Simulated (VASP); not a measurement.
# Au (Fm-3m) in VASP: a series of runs

The runs below take Au through single point, relaxation of cell and atoms, with r2SCAN+rVV10.

Program: VASP 6.6.1. These are calculated values, not measurements. Logs are shortened: lines on timing, memory, paths and dates and some standing lists are left out, and cuts for length are marked.

## (1) The cell of the first run

Symmetry: Fm-3m, No. 225, cubic system. Conventional cell: a = 4.099 Å, b = 4.099 Å, c = 4.099 Å, α = 90.00°, β = 90.00°, γ = 90.00°. Au (site symmetry m-3m) has 12 Au at 2.90 Å within 3.8 Å.

## (2) Single point, r2SCAN+rVV10

Input file POSCAR:

```
Au
1.0
    0.0000000000      2.0496025177      2.0496025177
    2.0496025177      0.0000000000      2.0496025177
    2.0496025177      2.0496025177      0.0000000000
Au
1
Direct
    0.0000000000      0.0000000000      0.0000000000
```

Input file INCAR.step1:

```
ALGO = Normal
EDIFF = 1E-5
ENCUT = 550
GGA = PE
GGA_COMPAT = F
ISMEAR = -1
LASPH = T
LCHARG = F
LREAL = F
LWAVE = T
NBANDS = 16
NELM = 120
PREC = Accurate
SIGMA = 0.05
```

Input file INCAR.step2:

```
ALGO = Normal
BPARAM = 11.95
CPARAM = 0.0093
EDIFF = 1E-6
ENCUT = 550
GGA_COMPAT = F
ISIF = 2
ISMEAR = -1
ISTART = 1
IVDW_NL = 2
LASPH = T
LCHARG = F
LMIXTAU = T
LREAL = F
LUSE_VDW = T
LWAVE = F
METAGGA = R2SCAN
NBANDS = 16
NELM = 120
PREC = Accurate
SIGMA = 0.05
```

Input file KPOINTS:

```
k-points
0
Gamma
  11 11 11
```

Potentials or basis: VASP PAW PBE potentials, release 64 (Au_sv_GW).

Started as:

```
> cat potpaw_PBE.64/Au_sv_GW/POTCAR > POTCAR
> cp INCAR.step1 INCAR
> mpirun -np 1 vasp_std > vasp.out
> cp INCAR.step2 INCAR
> mpirun -np 1 vasp_std > vasp.out
```

OUTCAR:

```text
BPARAM = 11.95
   EDIFF = 1E-6
   ENCUT = 550
   ISIF = 2
   ISMEAR = -1
   ISTART = 1
   IVDW_NL = 2
   LASPH = T
   LREAL = F
   METAGGA = R2SCAN
   NELM = 120
   PREC = Accurate

 ion  position               nearest neighbor table
   1  0.000  0.000  0.000-

  LATTYP: Found a face centered cubic cell.
 ALAT       =     4.0992050354

  Lattice vectors:

 A1 = (   0.0000000000,   2.0496025177,   2.0496025177)
 A2 = (   2.0496025177,   0.0000000000,   2.0496025177)
 A3 = (   2.0496025177,   2.0496025177,   0.0000000000)

Analysis of symmetry for initial positions (statically):
=====================================================================
 Subroutine PRICEL returns:
 Original cell was already a primitive cell.

 Routine SETGRP: Setting up the symmetry group for a
 face centered cubic supercell.

 Subroutine GETGRP returns: Found 48 space group operations
[... 9 lines left out ...]

 Routine SETGRP: Setting up the symmetry group for a
 face centered cubic supercell.

 Subroutine GETGRP returns: Found 48 space group operations
[... 11 lines left out ...]
                                     Primitive cell

  volume of cell :      17.2202

  direct lattice vectors                    reciprocal lattice vectors
     0.000000000  2.049602518  2.049602518    -0.243949739  0.243949739  0.243949739
     2.049602518  0.000000000  2.049602518     0.243949739 -0.243949739  0.243949739
     2.049602518  2.049602518  0.000000000     0.243949739  0.243949739 -0.243949739

  length of vectors
     2.898575678  2.898575678  2.898575678     0.422533343  0.422533343  0.422533343

  position of ions in fractional coordinates (direct lattice)
     0.000000000  0.000000000  0.000000000

  ion indices of the primitive-cell ions
   primitive index   ion index
                 1           1

----------------------------------------------------------------------------------------

 KPOINTS: k-points

Automatic generation of k-mesh.
 Grid dimensions read from file:
 generate k-points for:   11   11   11

 Generating k-lattice:

  Cartesian coordinates                     Fractional coordinates (reciprocal lattice)
    -0.022177249  0.022177249  0.022177249     0.090909091  0.000000000  0.000000000
     0.022177249 -0.022177249  0.022177249     0.000000000  0.090909091  0.000000000
     0.022177249  0.022177249 -0.022177249     0.000000000  0.000000000  0.090909091

  Length of vectors
     0.038412122  0.038412122  0.038412122

  Shift w.r.t. Gamma in fractional coordinates (k-lattice)
     0.000000000  0.000000000  0.000000000

 Subroutine IBZKPT returns following result:
 ===========================================

 Found     56 irreducible k-points:

 Following reciprocal coordinates:
            Coordinates               Weight
  0.000000  0.000000  0.000000      1.000000
  0.090909  0.000000  0.000000      8.000000
  0.181818  0.000000  0.000000      8.000000
  0.272727  0.000000  0.000000      8.000000
  0.363636  0.000000  0.000000      8.000000
  0.454545  0.000000  0.000000      8.000000
[... 16 lines left out ...]
 -0.272727  0.181818  0.000000     24.000000
 -0.181818  0.181818  0.000000     12.000000
 [... further k-points ...]
   k-points           NKPTS =     56   k-points in BZ     NKDIM =     56   number of bands    NBANDS=     16
   number of dos      NEDOS =    301   number of ions     NIONS =      1
   total plane-waves  NPLWV =  13824
   dimension x,y,z NGX =    24 NGY =   24 NGZ =   24
   dimension x,y,z NGXF=    48 NGYF=   48 NGZF=   48
   ions per type =               1
   NGX,Y,Z   is equivalent  to a cutoff of  13.77, 13.77, 13.77 a.u.
   NGXF,Y,Z  is equivalent  to a cutoff of  27.53, 27.53, 27.53 a.u.
 SYSTEM =  unknown system
   PREC   = accura    normal or accurate (medium, high low for compatibility)
   ISTART =      1    job   : 0-new  1-cont  2-samecut
   ICHARG =      0    charge: 1-file 2-atom 10-const
   ISPIN  =      1    spin polarized calculation?
   LNONCOLLINEAR =      F non collinear calculations
   LSORBIT =      F    spin-orbit coupling
   LASPH  =      T    aspherical Exc in radial PAW
   ENCUT  =  550.0 eV  40.42 Ry    6.36 a.u.   5.54  5.54  5.54*2*pi/ulx,y,z
   NELM   =    120;   NELMIN=  2; NELMDL=  0     # of ELM steps
   EDIFF  = 0.1E-05   stopping-criterion for ELM
   LREAL  =      F    real-space projection
   EDIFFG = 0.1E-04   stopping-criterion for IOM
   NSW    =      0    number of steps for IOM
   IBRION =     -1    ionic relax: 0-MD 1-quasi-New 2-CG
   NFREE  =      0    steps in history (QN), initial steepest desc. (CG)
   ISIF   =      2    stress and relaxation
   ISYM   =      2    0-nonsym 1-usesym 2-fastsym
   POTIM  = 0.5000    time-step for ionic-motion
   TEBEG  =    0.0;   TEEND  =   0.0 temperature during run
   PSTRESS=    0.0 pullay stress
   NELECT =      19.0000    total number of electrons
   NUPDOWN=      -1.0000    fix difference up-down
   EMIN   =  10.00;   EMAX   =-10.00  energy-range for DOS
[... 5 lines left out ...]
     AMIX     =   0.40;   BMIX     =  1.00
     AMIX_MAG =   1.60;   BMIX_MAG =  1.00
  volume/ion in A,a.u.               =      17.22       116.21
  Fermi-wavevector in a.u.,A,eV,Ry     =   1.691660  3.196774 38.935972  2.861713
  Thomas-Fermi vector in A             =   2.773387
   LORBIT       =      0    0 simple, 1 ext, 2 COOP (PROOUT), +10 PAW based schemes
   METAGGA = R2SCAN    functional components
   LHFCALC =     F    Hartree Fock is set to
   AEXX    =    0.0000 exact exchange contribution
   IVDW_NL    =     2    kernel type
   BPARAM     =11.9500
   IVDW    =     0    specifies the selected vdW correction
   LEPSILON=     F    determine dielectric tensor
   LRPA    =     F    only Hartree local field effects (RPA)
 non-spin polarized calculation
  energy-cutoff  :      550.00
  volume of cell :       17.22
 maximum number of plane-waves:       531
 NGX is ok and might be reduce to    24
   NGX = 11   NGY = 11   NGZ = 11

 number of electron      19.0000005 magnetization

 Free energy of the ion-electron system (eV)
  ---------------------------------------------------
  ext. energy  EPLUGINS =         0.00000000
  ---------------------------------------------------
  free energy    TOTEN  =       -49.43852730 eV

  energy without entropy =      -49.43789843  energy(sigma->0) =      -49.43821286

 E-fermi :   8.5882     XC(G=0): -14.2232

 val. band max:        8.3992605340   @ k =   0.4545   0.3636   0.0000
 cond. band min:       8.7421014852   @ k =  -0.4545   0.0909   0.0000
 fundamental gap:      0.3428409512
 Fermi energy:         8.5882021277

 k-point     1 :       0.0000    0.0000    0.0000
  band No.  band energies     occupation
      1     -99.4499      2.00000
      2     -50.0689      2.00000
      3     -50.0689      2.00000
      4     -50.0689      2.00000
      5      -1.4832      2.00000
      6       3.5618      2.00000
[... 8 lines left out ...]
     15      33.0418      0.00000
     16      37.5853      0.00000

 k-point     2 :       0.0909    0.0000    0.0000
  band No.  band energies     occupation
      1     -99.4489      2.00000
      2     -50.0867      2.00000
      3     -50.0716      2.00000
      4     -50.0716      2.00000
      5      -1.1891      2.00000
      6       3.4753      2.00000
[... 8 lines left out ...]
     15      33.6795      0.00000
     16      35.7273      0.00000

 k-point     3 :       0.1818    0.0000    0.0000
  band No.  band energies     occupation
      1     -99.4463      2.00000
      2     -50.1339      2.00000
      3     -50.0787      2.00000
      4     -50.0787      2.00000
      5      -0.3876      2.00000
      6       3.3457      2.00000
[... 8 lines left out ...]
     15      31.4089      0.00000
     16      33.5053      0.00000

 k-point     4 :       0.2727    0.0000    0.0000
  band No.  band energies     occupation
      1     -99.4428      2.00000
      2     -50.1960      2.00000
      3     -50.0881      2.00000
      4     -50.0881      2.00000
      5       0.5384      2.00000
      6       3.6521      2.00000
[... 8 lines left out ...]
     15      31.3027      0.00000
     16      32.2686      0.00000

 k-point     5 :       0.3636    0.0000    0.0000
  band No.  band energies     occupation
      1     -99.4395      2.00000
      2     -50.2526      2.00000
      3     -50.0965      2.00000
      4     -50.0965      2.00000
      5       0.9442      2.00000
      6       3.6520      2.00000
[... 8 lines left out ...]
     15      33.2194      0.00000
     16      33.2272      0.00000

 k-point     6 :       0.4545    0.0000    0.0000
  band No.  band energies     occupation
      1     -99.4376      2.00000
      2     -50.2859      2.00000
      3     -50.1018      2.00000
      4     -50.1018      2.00000
      5       0.9766      2.00000
      6       3.5329      2.00000
[... 8 lines left out ...]
     15      34.1946      0.00000
     16      34.1946      0.00000

 k-point     7 :       0.0909    0.0909    0.0000
  band No.  band energies     occupation
      1     -99.4486      2.00000
      2     -50.0859      2.00000
      3     -50.0757      2.00000
      4     -50.0757      2.00000
      5      -1.0896      2.00000
      6       3.3677      2.00000
[... 8 lines left out ...]
     15      34.9669      0.00000
     16      35.0287      0.00000

 k-point     8 :       0.1818    0.0909    0.0000
  band No.  band energies     occupation
      1     -99.4465      2.00000
      2     -50.1211      2.00000
      3     -50.0840      2.00000
      4     -50.0808      2.00000
      5      -0.4461      2.00000
      6       3.1722      2.00000
[... 8 lines left out ...]
     15      31.7905      0.00000
     16      33.8380      0.00000

 k-point     9 :       0.2727    0.0909    0.0000
  band No.  band energies     occupation
      1     -99.4433      2.00000
      2     -50.1771      2.00000
      3     -50.0941      2.00000
      4     -50.0894      2.00000
      5       0.5035      2.00000
      6       3.1578      2.00000
[... 8 lines left out ...]
     15      30.8437      0.00000
     16      33.0890      0.00000
[... 172 lines left out ...]
 k-point    19 :       0.3636    0.1818    0.0000
  band No.  band energies     occupation
      1     -99.4393      2.00000
      2     -50.2188      2.00000
      3     -50.1176      2.00000
      4     -50.1141      2.00000
      5       1.5013      2.00000
      6       2.8120      2.00000
[... 8 lines left out ...]
     15      31.1760      0.00000
     16      34.3682      0.00000

 k-point    20 :       0.4545    0.1818    0.0000
  band No.  band energies     occupation
      1     -99.4369      2.00000
      2     -50.2552      2.00000
      3     -50.1332      2.00000
      4     -50.1181      2.00000
      5       1.6504      2.00000
      6       3.1601      2.00000
[... 8 lines left out ...]
     15      34.4618      0.00000
     16      34.4828      0.00000

 k-point    21 :      -0.4545    0.1818    0.0000
  band No.  band energies     occupation
      1     -99.4358      2.00000
      2     -50.2697      2.00000
      3     -50.1458      2.00000
      4     -50.1159      2.00000
      5       1.6913      2.00000
      6       3.1073      2.00000
[... 8 lines left out ...]
     15      34.6265      0.00000
     16      34.7808      0.00000

 k-point    22 :      -0.3636    0.1818    0.0000
  band No.  band energies     occupation
      1     -99.4364      2.00000
      2     -50.2587      2.00000
      3     -50.1500      2.00000
      4     -50.1080      2.00000
      5       1.7844      2.00000
      6       3.1858      2.00000
[... 8 lines left out ...]
     15      32.8650      0.00000
     16      34.7231      0.00000

 k-point    23 :      -0.2727    0.1818    0.0000
  band No.  band energies     occupation
      1     -99.4386      2.00000
      2     -50.2280      2.00000
      3     -50.1426      2.00000
      4     -50.0970      2.00000
      5       1.7884      2.00000
      6       3.2165      2.00000
[... 8 lines left out ...]
     15      30.4524      0.00000
     16      34.7690      0.00000

 k-point    24 :      -0.1818    0.1818    0.0000
  band No.  band energies     occupation
      1     -99.4416      2.00000
      2     -50.1906      2.00000
      3     -50.1225      2.00000
      4     -50.0864      2.00000
      5       1.1277      2.00000
      6       2.9700      2.00000
[... 8 lines left out ...]
     15      31.0667      0.00000
     16      33.7812      0.00000

 [... further k-points ...]

------------------------ aborting loop because EDIFF is reached ----------------------------------------

  FORCE on cell =-STRESS in cart. coord.  units (eV):
  Direction    XX          YY          ZZ          XY          YZ          ZX
  --------------------------------------------------------------------------------------
  -------------------------------------------------------------------------------------
  Total        0.0015130      0.0015130      0.0015130     -0.0000000     -0.0000000      0.0000000
  in kB        0.1407734      0.1407734      0.1407734     -0.0000000     -0.0000000      0.0000000
  external PRESSURE =       0.1407734 kB  Pullay stress =       0.0000000 kB

 VOLUME and BASIS-vectors are now :
 -----------------------------------------------------------------------------
  energy-cutoff  :      550.00
  volume of cell :       17.22
      direct lattice vectors                 reciprocal lattice vectors
     0.000000000  2.049602518  2.049602518    -0.243949739  0.243949739  0.243949739
     2.049602518  0.000000000  2.049602518     0.243949739 -0.243949739  0.243949739
     2.049602518  2.049602518  0.000000000     0.243949739  0.243949739 -0.243949739

 POSITION                                       TOTAL-FORCE (eV/Angst)
 -----------------------------------------------------------------------------------
      0.00000      0.00000      0.00000        -0.000000     -0.000000      0.000000
 -----------------------------------------------------------------------------------
    total drift:                                0.000000      0.000000     -0.000000

  FREE ENERGIE OF THE ION-ELECTRON SYSTEM (eV)
  ---------------------------------------------------
  free  energy   TOTEN  =       -49.4385272983 eV

  energy  without entropy=      -49.4378984292  energy(sigma->0) =      -49.43821286
```

Wall time 42 s (1 thread of Intel Xeon 6975P-C (Granite Rapids), shared host); peak memory 0.21 GiB.

Results:

```
Free energy : -49.4385 eV
Pressure    : 0.0 GPa
```

Levels at points of the mesh, in eV from the Fermi level:
```tsv
k point	band 6	band 7	band 8	band 9	band 10	band 11	band 12	band 13	band 14	band 15
(0.00, 0.00, 0.00)	-5.03	-5.03	-5.03	-3.53	-3.53	15.10	19.12	19.12	19.12	24.45
```

Caveat: the PAW data sets were made with another functional, which shifts forces and pressure a little; spin-orbit coupling is left out, which moves the levels of the heavy elements.

## (3) Relaxation of cell and atoms, r2SCAN+rVV10

This run uses another cell than the first one, of 16.85 Å³/atom, 0.979 times its volume.

Input file POSCAR:

```
Au
1.0
    0.0000000000      2.0350000000      2.0350000000
    2.0350000000      0.0000000000      2.0350000000
    2.0350000000      2.0350000000      0.0000000000
Au
1
Direct
    0.0000000000      0.0000000000      0.0000000000
```

Input file INCAR.step1:

```
SYSTEM = Au
PREC = Accurate ; ENCUT = 550
ISMEAR = -1 ; SIGMA = 0.05
LREAL = .False. ; LASPH = .True.
NELM = 120 ; GGA = PE
ALGO = Normal ; EDIFF = 1E-5
LWAVE = .True. ; LCHARG = .False.
GGA_COMPAT = .False. ; IBRION = 2
ISIF = 3 ; EDIFFG = -0.005
NELMIN = 4 ; NSW = 100
```

Input file INCAR.step2:

```
SYSTEM = Au
PREC = Accurate ; ENCUT = 550
EDIFF = 1E-7 ; ISMEAR = -1
SIGMA = 0.05 ; LREAL = .False.
LASPH = .True. ; NELM = 120
ALGO = Normal ; ISIF = 3
LWAVE = .False. ; LCHARG = .False.
METAGGA = R2SCAN ; LMIXTAU = .True.
LUSE_VDW = .True. ; IVDW_NL = 2
BPARAM = 11.95 ; CPARAM = 0.0093
IBRION = 2 ; NSW = 60
EDIFFG = -0.01 ; ISTART = 1
GGA_COMPAT = .False. ; NELMIN = 4
```

Input file KPOINTS:

```
Automatic mesh
0
Gamma
  11 11 11
  0 0 0
```

Potentials or basis: VASP PAW PBE potentials, release 64 (Au_sv_GW).

Started as:

```
> cat potpaw_PBE.64/Au_sv_GW/POTCAR > POTCAR
> cp INCAR.step1 INCAR
> mpirun -np 1 vasp_std > vasp.out
> cp INCAR.step2 INCAR
> mpirun -np 1 vasp_std > vasp.out
```

It took 3 min on 1 thread of Intel Xeon 6975P-C (Granite Rapids), shared host; peak memory 0.23 GiB.

The run converged. Its results:

| Quantity | Value |
| --- | --- |
| Free energy | -49.4372 eV |
| Relaxed volume | 17.20 Å³/atom |
| Relaxed cell | a = 2.897 Å, b = 2.897 Å, c = 2.897 Å, α = 60.00°, β = 60.00°, γ = 60.00° |
| Space group after relaxing (to 0.05 Å) | Fm-3m (No. 225) |
| Energy gained by relaxing | 4.1 meV/atom |
| Ionic steps | 4 |
| Pressure after relaxing | 0.1 GPa |

Step by step:
| step | energy change (eV) | largest force (eV/Å) | pressure (GPa) | volume (Å³) |
| --- | --- | --- | --- | --- |
| 1 | 0.0000 | 0.0000 | 3.80 | 16.85 |
| 2 | 0.0083 | 0.0000 | -5.89 | 17.85 |
| 3 | -0.0041 | 0.0000 | -0.13 | 17.21 |
| 4 | -0.0041 | 0.0000 | 0.08 | 17.20 |

Final structure:
```
Au
1.0
     0.00000    2.04866    2.04866
     2.04866    0.00000    2.04866
     2.04866    2.04866    0.00000
Au
1
Cartesian
  0.0000 0.0000 0.0000
```

Levels at points of the mesh, in eV from the Fermi level:
```
           k point  band 8  band 9  band 10  band 11  band 12  band 13
(0.00, 0.00, 0.00)   -5.03   -3.53    -3.53    15.10    19.13    19.13
```

Caveat: the PAW data sets were made with another functional, which shifts forces and pressure a little; spin-orbit coupling is left out, which moves the levels of the heavy elements. Zero-point motion and thermal expansion aren't in these numbers.
